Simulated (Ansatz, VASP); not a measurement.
## Two plane-wave programs on Rb

```
Rb
1.0
     2.26457   -3.96321    0.00000
     2.26457    3.96321    0.00000
     0.00000    0.00000    8.83145
Rb
2
Cartesian
  2.2646 -2.6633 6.6236
  2.2646 2.6633 2.2079
```

Change from the starting cell: volume 79.262 Å^3 an atom, stretch along c over the lengths across it, relative to the relaxed cell 1.1996.

Alike in both runs: task single point; functional PBE; dispersion D3(BJ); k mesh 12 × 12 × 6; occupations gaussian, width 0.15 eV; no spin polarisation.

|  | VASP | Ansatz |
| --- | --- | --- |
| version | VASP 6.6.1 | Ansatz 0.2.0 |
| potentials or method | VASP PAW PBE potentials, release 64 (Rb_sv), cutoff 520 eV | scalar-relativistic, plane waves, PAW |
| valence electrons in the cell | 18 | 18 |

```csv
,VASP,Ansatz,Ansatz less VASP
gap on the k mesh at the Fermi level (eV),none,none,-
pressure (GPa),0.4,0.4,0.00
"traceless stress, the component that is largest in VASP (GPa)",-0.73,-0.73,0.000
```

A gap of «none» marks a metal or a gap that the smearing closes.
